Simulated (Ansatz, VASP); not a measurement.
One calculation of AlN, two programs

```xyz
4
Lattice="3.1690 0.0000 0.0000 -1.5845 2.7444 0.0000 0.0000 0.0000 4.1697" Properties=species:S:1:pos:R:3 pbc="T T T"
Al    0.0000    1.8296    3.1273
Al    1.5845    0.9148    1.0424
N     0.0000    1.8296    1.0424
N     1.5845    0.9148    3.1273
```

Alike in both runs: task single point; functional PBEsol; k mesh 9 × 9 × 6; occupations gaussian, width 0.05 eV; no spin polarisation.

```csv
,VASP,Ansatz
version,VASP 6.6.1,Ansatz 0.2.0
potentials or method,"VASP PAW PBE potentials, release 64 (Al, N), cutoff 520 eV","scalar-relativistic, plane waves, PAW"
valence electrons in the cell,16,16
```

|  | VASP | Ansatz | Ansatz less VASP |
| --- | --- | --- | --- |
| gap on the k mesh at the Fermi level (eV) | 3.81 | 3.79 | -0.018 |
| least direct gap on the mesh (eV) | 3.81 | 3.79 | -0.018 |
| pressure (GPa) | 21.2 | 21.0 | -0.16 |
| traceless stress, the component that is largest in VASP (GPa) | -11.92 | -11.77 | +0.146 |

VASP's potentials were made for PBE, not for PBEsol, and Ansatz warns of the same on its side. With one functional, cell and mesh, what is left measures potentials, basis and numerics.
